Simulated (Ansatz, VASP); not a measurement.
## One calculation of MgB2, two programs

```
CELL_PARAMETERS angstrom
3.12560 0.00000 0.00000
-1.56280 2.70685 0.00000
0.00000 0.00000 3.56936
ATOMIC_POSITIONS crystal
Mg 0.00000 0.00000 0.00000
B 0.33333 0.66667 0.50000
B 0.66667 0.33333 0.50000
```

Alike in both runs: task single point; functional PBEsol; k mesh 10 × 10 × 8; no spin polarisation.

|  | VASP | Ansatz |
| --- | --- | --- |
| version | VASP 6.6.1 | Ansatz 0.2.0 |
| potentials or method | VASP PAW PBE potentials, release 64 (Mg, B), cutoff 520 eV | plane waves, PAW |
| occupations | fermi-dirac, width 0.1 eV | fermi-dirac |
| valence electrons in the cell | 8 | 16 |

Ansatz gave:

```
pressure (GPa)                                                : -8.3
traceless stress, the component that is largest in VASP (GPa) : 1.62
```

**Question.** What did VASP give for the same quantities?

**Answer.** Pressure (GPa): -8.4; traceless stress, the component that is largest in VASP (GPa): 1.47.

VASP's potentials were made for PBE, not for PBEsol. VASP's potentials hold 8 valence electrons a cell and Ansatz's 16, so a difference there can come from the potentials and not from the codes.
